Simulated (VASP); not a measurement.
# YMg2GaC6N6 (Fm-3m) in VASP: further runs

Runs on YMg2GaC6N6. Level: PBE. Tasks: single point, relaxation of cell and atoms.

Everything below comes from runs of VASP 6.6.1. Logs are shortened: lines on timing, memory, paths and dates and some standing lists are left out, and cuts for length are marked.

**1. The cell of the first run**

It takes space group Fm-3m (No. 225, cubic). The conventional cell has a = 11.387 Å, b = 11.387 Å, c = 11.387 Å, α = 90.00°, β = 90.00°, γ = 90.00°. Y (site symmetry m-3m) has 6 N at 2.37 Å within 3.1 Å. Within 5.3 Å of Mg (site symmetry -43m) lie 12 N at 4.05 Å and 12 C at 4.09 Å and 4 Y at 4.93 Å and 4 Ga at 4.93 Å. Within 2.8 Å of Ga (site symmetry m-3m) lie 6 C at 2.15 Å. Within 1.6 Å of C (site symmetry 4mm) lie 1 N at 1.17 Å. N (site symmetry 4mm) has 1 C at 1.17 Å within 1.6 Å.

**2. Single point, PBE**

INCAR

```
PREC = Accurate
ENCUT = 520
EDIFF = 1E-6
ISMEAR = 0
SIGMA = 0.1
LREAL = Auto
LASPH = True
NELM = 80
ALGO = Normal
ISIF = 2
LWAVE = False
LCHARG = False
GGA = PE
NBANDS = 55
```

KPOINTS

```
regular mesh
0
Gamma
  4 4 4
```

POSCAR

```
YMg2GaC6N6
1.0
    0.0000000000      5.6934904202      5.6934904202
    5.6934904202      0.0000000000      5.6934904202
    5.6934904202      5.6934904202      0.0000000000
Y Mg Ga C N
1 2 1 6 6
Direct
    0.5000000000      0.5000000000      0.5000000000
    0.2500000000      0.2500000000      0.2500000000
    0.7500000000      0.7500000000      0.7500000000
    0.0000000000      0.0000000000      0.0000000000
    0.8109516360      0.1890483640      0.1890483640
    0.1890483640      0.8109516360      0.1890483640
    0.1890483640      0.1890483640      0.8109516360
    0.1890483640      0.8109516360      0.8109516360
    0.8109516360      0.1890483640      0.8109516360
    0.8109516360      0.8109516360      0.1890483640
    0.7084550132      0.2915449868      0.2915449868
    0.2915449868      0.7084550132      0.2915449868
    0.2915449868      0.2915449868      0.7084550132
    0.2915449868      0.7084550132      0.7084550132
    0.7084550132      0.2915449868      0.7084550132
    0.7084550132      0.7084550132      0.2915449868
```

Potentials or basis: VASP PAW PBE potentials, release 64 (Y_sv, Mg, Ga_d, C, N).

Started as:

```console
$ cat potpaw_PBE.64/Y_sv/POTCAR potpaw_PBE.64/Mg/POTCAR potpaw_PBE.64/Ga_d/POTCAR potpaw_PBE.64/C/POTCAR potpaw_PBE.64/N/POTCAR > POTCAR
$ mpirun -np 1 vasp_std > vasp.out
```

OUTCAR:

```text
PREC = Accurate
   ENCUT = 520
   EDIFF = 1E-6
   ISMEAR = 0
   LREAL = Auto
   LASPH = True
   NELM = 80
   ISIF = 2
   GGA = PE

 ion  position               nearest neighbor table
   1  0.500  0.500  0.500-  11 2.37  12 2.37  13 2.37  14 2.37  15 2.37  16 2.37
   2  0.250  0.250  0.250-
   3  0.750  0.750  0.750-
   4  0.000  0.000  0.000-   5 2.15   6 2.15   7 2.15   8 2.15   9 2.15  10 2.15
   5  0.811  0.189  0.189-  11 1.17   4 2.15
   6  0.189  0.811  0.189-  12 1.17   4 2.15
   7  0.189  0.189  0.811-  13 1.17   4 2.15
   8  0.189  0.811  0.811-  14 1.17   4 2.15
   9  0.811  0.189  0.811-  15 1.17   4 2.15
  10  0.811  0.811  0.189-  16 1.17   4 2.15
  11  0.708  0.292  0.292-   5 1.17   1 2.37
  12  0.292  0.708  0.292-   6 1.17   1 2.37
  13  0.292  0.292  0.708-   7 1.17   1 2.37
  14  0.292  0.708  0.708-   8 1.17   1 2.37
  15  0.708  0.292  0.708-   9 1.17   1 2.37
  16  0.708  0.708  0.292-  10 1.17   1 2.37

  LATTYP: Found a face centered cubic cell.
 ALAT       =    11.3869808404

  Lattice vectors:

 A1 = (   0.0000000000,   5.6934904202,   5.6934904202)
 A2 = (   5.6934904202,   0.0000000000,   5.6934904202)
 A3 = (   5.6934904202,   5.6934904202,   0.0000000000)

Analysis of symmetry for initial positions (statically):
=====================================================================
 Subroutine PRICEL returns:
 Original cell was already a primitive cell.

 Routine SETGRP: Setting up the symmetry group for a
 face centered cubic supercell.

 Subroutine GETGRP returns: Found 48 space group operations
 (whereof 48 operations were pure point group operations)
 out of a pool of 48 trial point group operations.

The static configuration has the point symmetry O_h .

Analysis of symmetry for dynamics (positions and initial velocities):
=====================================================================
 Subroutine PRICEL returns:
 Original cell was already a primitive cell.

 Routine SETGRP: Setting up the symmetry group for a
 face centered cubic supercell.

 Subroutine GETGRP returns: Found 48 space group operations
 (whereof 48 operations were pure point group operations)
 out of a pool of 48 trial point group operations.

The dynamic configuration has the point symmetry O_h .

 Subroutine INISYM returns: Found 48 space group operations
[... 110 lines left out ...]
   EDIFFG = 0.1E-04   stopping-criterion for IOM
   NSW    =      0    number of steps for IOM
   IBRION =     -1    ionic relax: 0-MD 1-quasi-New 2-CG
   NFREE  =      0    steps in history (QN), initial steepest desc. (CG)
   ISIF   =      2    stress and relaxation
   ISYM   =      2    0-nonsym 1-usesym 2-fastsym
   POTIM  = 0.5000    time-step for ionic-motion
   TEBEG  =    0.0;   TEEND  =   0.0 temperature during run
   PSTRESS=    0.0 pullay stress
   NELECT =      82.0000    total number of electrons
   NUPDOWN=      -1.0000    fix difference up-down
   EMIN   =  10.00;   EMAX   =-10.00  energy-range for DOS
   EFERMI =   0.00;   METHOD = LEGACY
   ISMEAR =     0;   SIGMA  =   0.10  broadening in eV -4-tet -1-fermi 0-gaus
   EFERMI_NEDOS =   21; number of points for ismear=-14 and -15
   IALGO  =     38    algorithm
   IMIX   =      4    mixing-type and parameters
     AMIX     =   0.40;   BMIX     =  1.00
     AMIX_MAG =   1.60;   BMIX_MAG =  1.00
  volume/ion in A,a.u.               =      23.07       155.68
  Fermi-wavevector in a.u.,A,eV,Ry     =   0.991496  1.873655 13.375395  0.983064
  Thomas-Fermi vector in A             =   2.123241
   LORBIT       =      0    0 simple, 1 ext, 2 COOP (PROOUT), +10 PAW based schemes
   GGA     = PE    functional components
   LHFCALC =     F    Hartree Fock is set to
   AEXX    =    0.0000 exact exchange contribution
   IVDW    =     0    specifies the selected vdW correction
   LEPSILON=     F    determine dielectric tensor
   LRPA    =     F    only Hartree local field effects (RPA)
 non-spin polarized calculation
 Gauss-broadening in eV      SIGMA  =   0.10
  energy-cutoff  :      520.00
  volume of cell :      369.12
 maximum number of plane-waves:      9965
   NGX = 29   NGY = 29   NGZ = 29

 number of electron      81.9999983 magnetization

 Free energy of the ion-electron system (eV)
  ---------------------------------------------------
  ext. energy  EPLUGINS =         0.00000000
  ---------------------------------------------------
  free energy    TOTEN  =      -113.78621033 eV

  energy without entropy =     -113.78620842  energy(sigma->0) =     -113.78620938

 E-fermi :   0.6565     XC(G=0):  -7.1849

 val. band max:        0.3702600457   @ k =   0.5000   0.5000   0.0000
 cond. band min:       0.9466360443   @ k =   0.0000   0.0000   0.0000
 fundamental gap:      0.5763759986
 Fermi energy:         0.6564552368

 k-point     1 :       0.0000    0.0000    0.0000
  band No.  band energies     occupation
      1     -43.4787      2.00000
      2     -23.5078      2.00000
      3     -23.5078      2.00000
      4     -23.5078      2.00000
      5     -18.7572      2.00000
      6     -18.6477      2.00000
[... 437 lines left out ...]
     52       3.4565      0.00000
     53       3.5710      0.00000
 [bands above 53 left out]

------------------------ aborting loop because EDIFF is reached ----------------------------------------

  FORCE on cell =-STRESS in cart. coord.  units (eV):
  Direction    XX          YY          ZZ          XY          YZ          ZX
  --------------------------------------------------------------------------------------
  -------------------------------------------------------------------------------------
  Total        1.2766439      1.2766439      1.2766439      0.0000000     -0.0000000      0.0000000
  in kB        5.5413373      5.5413373      5.5413373      0.0000000     -0.0000000      0.0000000
  external PRESSURE =       5.5413373 kB  Pullay stress =       0.0000000 kB

 VOLUME and BASIS-vectors are now :
 -----------------------------------------------------------------------------
  energy-cutoff  :      520.00
  volume of cell :      369.12
      direct lattice vectors                 reciprocal lattice vectors
     0.000000000  5.693490420  5.693490420    -0.087819591  0.087819591  0.087819591
     5.693490420  0.000000000  5.693490420     0.087819591 -0.087819591  0.087819591
     5.693490420  5.693490420  0.000000000     0.087819591  0.087819591 -0.087819591

 POSITION                                       TOTAL-FORCE (eV/Angst)
 -----------------------------------------------------------------------------------
      5.69349      5.69349      5.69349         0.000000     -0.000000      0.000000
      2.84675      2.84675      2.84675         0.000000     -0.000000      0.000000
      8.54024      8.54024      8.54024         0.000000      0.000000      0.000000
      0.00000      0.00000      0.00000         0.000000      0.000000      0.000000
      2.15269      5.69349      5.69349        -0.412228      0.000000      0.000000
      5.69349      2.15269      5.69349         0.000000     -0.412228      0.000000
[... 8 lines left out ...]
      5.69349      8.06716      5.69349         0.000000     -0.416857      0.000000
      5.69349      5.69349      8.06716         0.000000      0.000000     -0.416857
 -----------------------------------------------------------------------------------
    total drift:                               -0.000000      0.000000      0.000000

  FREE ENERGIE OF THE ION-ELECTRON SYSTEM (eV)
  ---------------------------------------------------
  free  energy   TOTEN  =      -113.7862103331 eV

  energy  without entropy=     -113.7862084238  energy(sigma->0) =     -113.78620938
```

OSZICAR:

```text
N       E                     dE             d eps       ncg     rms          rms(c)
DAV:   1     0.664204967503E+03    0.66420E+03   -0.35314E+04   912   0.138E+03
DAV:   2    -0.174583380581E+02   -0.68166E+03   -0.64363E+03  1128   0.337E+02
DAV:   3    -0.122405552317E+03   -0.10495E+03   -0.10317E+03  1141   0.136E+02
DAV:   4    -0.129045286828E+03   -0.66397E+01   -0.64303E+01  1400   0.359E+01
DAV:   5    -0.129311427415E+03   -0.26614E+00   -0.25973E+00  1288   0.502E+00    0.347E+01
DAV:   6    -0.114616348088E+03    0.14695E+02   -0.68032E+01  1193   0.305E+01    0.276E+01
DAV:   7    -0.113966168873E+03    0.65018E+00   -0.46394E+00  1177   0.926E+00    0.189E+01
DAV:   8    -0.113804006578E+03    0.16216E+00   -0.15200E+00  1228   0.492E+00    0.372E+00
DAV:   9    -0.113793343725E+03    0.10663E-01   -0.24843E-01  1280   0.210E+00    0.115E+00
DAV:  10    -0.113786553845E+03    0.67899E-02   -0.51558E-02  1163   0.110E+00    0.456E-01
DAV:  11    -0.113786048891E+03    0.50495E-03   -0.63087E-03  1336   0.405E-01    0.156E-01
DAV:  12    -0.113786189505E+03   -0.14061E-03   -0.21418E-03  1162   0.178E-01    0.669E-02
DAV:  13    -0.113786188641E+03    0.86445E-06   -0.16313E-04  1417   0.535E-02    0.205E-02
DAV:  14    -0.113786203861E+03   -0.15220E-04   -0.34087E-05  1114   0.204E-02    0.866E-03
DAV:  15    -0.113786210272E+03   -0.64110E-05   -0.18153E-05  1066   0.119E-02    0.322E-03
DAV:  16    -0.113786210333E+03   -0.61413E-07   -0.79898E-07   842   0.396E-03
   1 F= -.11378621E+03 E0= -.11378621E+03  d E =-.190922E-05
```

It took 2.6 min on 1 thread of Intel Xeon 6975P-C (Granite Rapids), shared host; peak memory 0.57 GiB.

Results:

```
Free energy            : -113.7862 eV
Pressure               : 0.6 GPa
Largest force          : 0.417 eV/Å
Band gap on the k mesh : 0.58 eV (least direct gap 0.62 eV)
```

Forces on the atoms (eV/Å):
```
Y    0.000  0.000  0.000
Mg   0.000  0.000  0.000
Mg   0.000  0.000  0.000
Ga   0.000  0.000  0.000
C   -0.412  0.000  0.000
C    0.000 -0.412  0.000
C    0.000  0.000 -0.412
C    0.412  0.000  0.000
C    0.000  0.412  0.000
C    0.000  0.000  0.412
N    0.417  0.000  0.000
N    0.000  0.417  0.000
N    0.000  0.000  0.417
N   -0.417  0.000  0.000
N    0.000 -0.417  0.000
N    0.000  0.000 -0.417
```

**3. Single point, PBE**

This run uses another cell than the first one, of 23.19 Å³/atom.

INCAR

```
SYSTEM = YMg2GaC6N6
PREC = Accurate
ENCUT = 520
EDIFF = 1E-7
ISMEAR = 0
SIGMA = 0.02
LREAL = Auto
LASPH = .True.
NELM = 80
ALGO = Normal
ISIF = 2
LWAVE = .False.
LCHARG = .True.
GGA = PE
LELF = .True.
LVHAR = .True.
NBANDS = 55
```

KPOINTS

```
regular mesh
0
Gamma
  6 6 6
  0 0 0
```

POSCAR

```
YMg2GaC6N6
1.0
    0.0000000000      5.7034801829      5.7034801829
    5.7034801829      0.0000000000      5.7034801829
    5.7034801829      5.7034801829      0.0000000000
Y Mg Ga C N
1 2 1 6 6
Direct
    0.5000000000      0.5000000000      0.5000000000
    0.2500000000      0.2500000000      0.2500000000
    0.7500000000      0.7500000000      0.7500000000
    0.0000000000      0.0000000000      0.0000000000
    0.8108577991      0.1891422009      0.1891422009
    0.1891422009      0.8108577991      0.1891422009
    0.1891422009      0.1891422009      0.8108577991
    0.1891422009      0.8108577991      0.8108577991
    0.8108577991      0.1891422009      0.8108577991
    0.8108577991      0.8108577991      0.1891422009
    0.7085093825      0.2914906175      0.2914906175
    0.2914906175      0.7085093825      0.2914906175
    0.2914906175      0.2914906175      0.7085093825
    0.2914906175      0.7085093825      0.7085093825
    0.7085093825      0.2914906175      0.7085093825
    0.7085093825      0.7085093825      0.2914906175
```

Potentials or basis: VASP PAW PBE potentials, release 64 (Y_sv, Mg, Ga_d, C, N).

Started as:

```console
$ cat potpaw_PBE.64/Y_sv/POTCAR potpaw_PBE.64/Mg/POTCAR potpaw_PBE.64/Ga_d/POTCAR potpaw_PBE.64/C/POTCAR potpaw_PBE.64/N/POTCAR > POTCAR
$ mpirun -np 1 vasp_std > vasp.out
```

Run time: 5 min. Hardware: 1 thread of Intel Xeon 6975P-C (Granite Rapids), shared host; peak memory 0.64 GiB.

It converged, with:

```
Free energy            : -113.7881 eV
Pressure               : 0.3 GPa
Largest force          : 0.417 eV/Å
Band gap on the k mesh : 0.58 eV (least direct gap 0.63 eV)
```

Forces on the atoms (eV/Å):
```
Y    0.000  0.000  0.000
Mg   0.000  0.000  0.000
Mg   0.000  0.000  0.000
Ga   0.000  0.000  0.000
C   -0.417  0.000  0.000
C    0.000 -0.417  0.000
C    0.000  0.000 -0.417
C    0.417  0.000  0.000
C    0.000  0.417  0.000
C    0.000  0.000  0.417
N    0.412  0.000  0.000
N    0.000  0.412  0.000
N    0.000  0.000  0.412
N   -0.412  0.000  0.000
N    0.000 -0.412  0.000
N    0.000  0.000 -0.412
```

Levels at points of the mesh, in eV from the valence-band top:
```csv
k point,band 39,band 40,band 41,band 42,band 43,band 44
"(0.00, 0.00, 0.00)",-3.85,-0.78,-0.09,0.58,0.58,0.58
"(0.50, 0.00, 0.00)",-3.65,-0.23,-0.18,1.10,1.22,1.22
"(0.50, 0.50, 0.00)",-3.84,-0.18,0.00,0.63,1.53,1.53
```

A k mesh can miss the band edges.

**4. Relaxation of cell and atoms, PBE**

This run uses another cell than the first one, of 18.36 Å³/atom.

INCAR

```
SYSTEM = YMg2GaC6N6
ALGO = Normal
EDIFF = 1E-6
EDIFFG = -0.04
ENCUT = 600
GGA = PE
IBRION = 2
ISIF = 3
ISMEAR = 0
LASPH = .TRUE.
LCHARG = .FALSE.
LREAL = Auto
LWAVE = .FALSE.
NELM = 100
NSW = 90
PREC = Accurate
SIGMA = 0.1
```

KPOINTS

```
k-points
0
G
  4 4 4
  0 0 0
```

POSCAR

```
YMg2GaC6N6
1.0
    0.0000000000      5.2760000000      5.2760000000
    5.2760000000      0.0000000000      5.2760000000
    5.2760000000      5.2760000000      0.0000000000
Y Mg Ga C N
1 2 1 6 6
Direct
    0.5000000000      0.5000000000      0.5000000000
    0.2500000000      0.2500000000      0.2500000000
    0.7500000000      0.7500000000      0.7500000000
    0.0000000000      0.0000000000      0.0000000000
    0.8203184200      0.1796815800      0.1796815800
    0.1796815800      0.8203184200      0.1796815800
    0.1796815800      0.1796815800      0.8203184200
    0.1796815800      0.8203184200      0.8203184200
    0.8203184200      0.1796815800      0.8203184200
    0.8203184200      0.8203184200      0.1796815800
    0.7094389700      0.2905610300      0.2905610300
    0.2905610300      0.7094389700      0.2905610300
    0.2905610300      0.2905610300      0.7094389700
    0.2905610300      0.7094389700      0.7094389700
    0.7094389700      0.2905610300      0.7094389700
    0.7094389700      0.7094389700      0.2905610300
```

Started as:

```console
$ cat potpaw_PBE.64/Y_sv/POTCAR potpaw_PBE.64/Mg/POTCAR potpaw_PBE.64/Ga_d/POTCAR potpaw_PBE.64/C/POTCAR potpaw_PBE.64/N/POTCAR > POTCAR
$ mpirun -np 1 vasp_std > vasp.out
```

It took 28 min on 1 thread of Intel Xeon 6975P-C (Granite Rapids), shared host; peak memory 0.63 GiB.

The run converged. Its results:

```yaml
Free_energy: -113.7640 eV
Relaxed_volume: 23.11 Å³/atom
Relaxed_cell: a = 8.057 Å, b = 8.057 Å, c = 8.057 Å, α = 60.00°, β = 60.00°, γ = 60.00°
Space_group_after_relaxing_to_0.1_Å: Fm-3m (No. 225)
Pressure_after_relaxing: 0.1 GPa
Largest_force_after_relaxing: 0.031 eV/Å
Band_gap_on_the_k_mesh: 0.56 eV (least direct gap 0.60 eV)
```

Forces on the atoms (eV/Å):
```
Y    0.000  0.000  0.000
Mg   0.000  0.000  0.000
Mg   0.000  0.000  0.000
Ga   0.000  0.000  0.000
C    0.031  0.000  0.000
C    0.000  0.031  0.000
C    0.000  0.000  0.031
C   -0.031  0.000  0.000
C    0.000 -0.031  0.000
C    0.000  0.000 -0.031
N   -0.013  0.000  0.000
N    0.000 -0.013  0.000
N    0.000  0.000 -0.013
N    0.013  0.000  0.000
N    0.000  0.013  0.000
N    0.000  0.000  0.013
```

Final structure:
```xyz
16
Lattice="0.0000 5.6969 5.6969 5.6969 0.0000 5.6969 5.6969 5.6969 0.0000" Properties=species:S:1:pos:R:3 pbc="T T T"
Y     5.6969    5.6969    5.6969
Mg    2.8485    2.8485    2.8485
Mg    8.5454    8.5454    8.5454
Ga   11.3938    5.6969    5.6969
C     2.1518    5.6969    5.6969
C     5.6969    2.1518    5.6969
C     5.6969    5.6969    2.1518
C     9.2420    5.6969    5.6969
C     5.6969    9.2420    5.6969
C     5.6969    5.6969    9.2420
N     3.3228    5.6969    5.6969
N     5.6969    3.3228    5.6969
N     5.6969    5.6969    3.3228
N     8.0710    5.6969    5.6969
N     5.6969    8.0710    5.6969
N     5.6969    5.6969    8.0710
```

Levels at points of the mesh, in eV from the valence-band top:
```csv
k point,band 38,band 39,band 40,band 41,band 42,band 43,band 44,band 45
"(0.00, 0.00, 0.00)",-3.86,-3.86,-0.79,-0.10,0.56,0.56,0.56,2.63
"(0.50, 0.00, 0.00)",-3.65,-3.65,-0.23,-0.18,1.08,1.21,1.21,1.67
"(0.50, 0.50, 0.00)",-3.90,-3.85,-0.18,0.00,0.60,1.53,1.53,1.98
```

Caveat: the volume moved by over 15 % at a fixed basis, so the end points are rough.

**5. The runs side by side**

```tsv
task	cell	k mesh	cutoff (eV)	smearing	gap on the mesh (eV)	pressure (GPa)	largest force (eV/Å)
single point	a = 8.052 Å, angles 60.0°, 16 atoms, atomic positions A	4 × 4 × 4	520	gaussian 0.1 eV	0.58	0.6	0.42
single point	a = 8.066 Å, angles 60.0°, 16 atoms, atomic positions B	6 × 6 × 6	520	gaussian 0.02 eV	0.58	0.3	0.42
relaxation of cell and atoms	relaxed from a = 7.461 Å, angles 60.0°, 16 atoms, atomic positions C	4 × 4 × 4	600	gaussian 0.1 eV	0.56	0.1	0.03
```

Alike in all rows: level PBE; potentials or basis VASP PAW PBE potentials, release 64 (Y_sv, Mg, Ga_d, C, N); no spin polarisation.

Caveats: the volume moved by over 15 % at a fixed basis, so the end points are rough (at least some runs).

Total energies depend on the potentials used, so only differences within one code and one set of settings carry meaning.
